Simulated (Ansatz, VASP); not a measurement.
**BP in VASP and in Ansatz**

File POSCAR:

```
BP
1.0
    0.0000000000      2.2690000000      2.2690000000
    2.2690000000      0.0000000000      2.2690000000
    2.2690000000      2.2690000000      0.0000000000
P B
1 1
Direct
    0.7500000000      0.7500000000      0.7500000000
    0.0000000000      0.0000000000      0.0000000000
```

Contents of INCAR.step1:

```
PREC     = Accurate       # precision mode
ENCUT    = 520            # plane-wave cutoff, eV
EDIFF    = 1E-5           # SCF threshold, eV
ISMEAR   = -1             # smearing method
SIGMA    = 0.05           # smearing width, eV
LREAL    = F              # projectors in reciprocal space
LASPH    = T              # aspherical terms in the spheres
NELM     = 100            # most SCF steps
ALGO     = Normal         # electronic algorithm
ISIF     = 2              # what is computed and relaxed
LWAVE    = T              # write WAVECAR
LCHARG   = F              # write CHGCAR
NBANDS   = 11             # bands
GGA      = PE             # functional
```

Contents of INCAR.step2:

```
PREC     = Accurate       # precision mode
ENCUT    = 520            # plane-wave cutoff, eV
EDIFF    = 1E-6           # SCF threshold, eV
ISMEAR   = -1             # smearing method
SIGMA    = 0.05           # smearing width, eV
LREAL    = F              # projectors in reciprocal space
LASPH    = T              # aspherical terms in the spheres
NELM     = 100            # most SCF steps
ALGO     = Normal         # electronic algorithm
ISIF     = 2              # what is computed and relaxed
LWAVE    = F              # write WAVECAR
LCHARG   = F              # write CHGCAR
METAGGA  = R2SCAN         # meta-GGA
LHFCALC  = T              # exact exchange
AEXX     = 0.25           # exact-exchange fraction
LMIXTAU  = T            
PRECFOCK = Normal       
NBANDS   = 11             # bands
ISTART   = 1
```

File KPOINTS:

```
Automatic mesh
0
Gamma
  6 6 6
```

input.yaml

```yaml
crystal:
  lattice:
    - [0.0, 2.269, 2.269]
    - [2.269, 0.0, 2.269]
    - [2.269, 2.269, 0.0]
  atoms:
    - { symbol: P, position: [0.75, 0.75, 0.75] }
    - { symbol: B, position: [0.0, 0.0, 0.0] }
hamiltonian:
  xc: r2scan0
  pseudopotentials: { kind: paw }
kpoints:
  mp_grid: { grid: [6, 6, 6] }
scf:
  occupations: { method: fermi_dirac, width: 0.05 }
  n_extra_bands: 6
output:
  forces: true
  stress: true
  eigenvalues: true
  dos: { projected: true, de: 0.05 }
```

Alike in both runs: functional r2SCAN0; k mesh 6 × 6 × 6; occupations fermi-dirac, width 0.05 eV; no spin polarisation.

|  | VASP | Ansatz |
| --- | --- | --- |
| version | VASP 6.6.1 | Ansatz 0.2.0 |
| potentials or method | VASP PAW PBE potentials, release 64 (P, B) | Ansatz PAW |
| plane-wave cutoff (eV) | 520 | 500 |
| valence electrons in the cell | 8 | 8 |
| task | single point | projected density of states |

```csv
,VASP,Ansatz,Ansatz less VASP
gap on the k mesh at the Fermi level (eV),2.89,2.84,-0.050
least direct gap on the mesh (eV),5.16,5.10,-0.054
pressure (GPa),-2.8,-2.1,+0.73
```

VASP's potentials were made for PBE, not for r2SCAN0. The functional is the same, so the differences come from potentials, cutoffs and numerics.
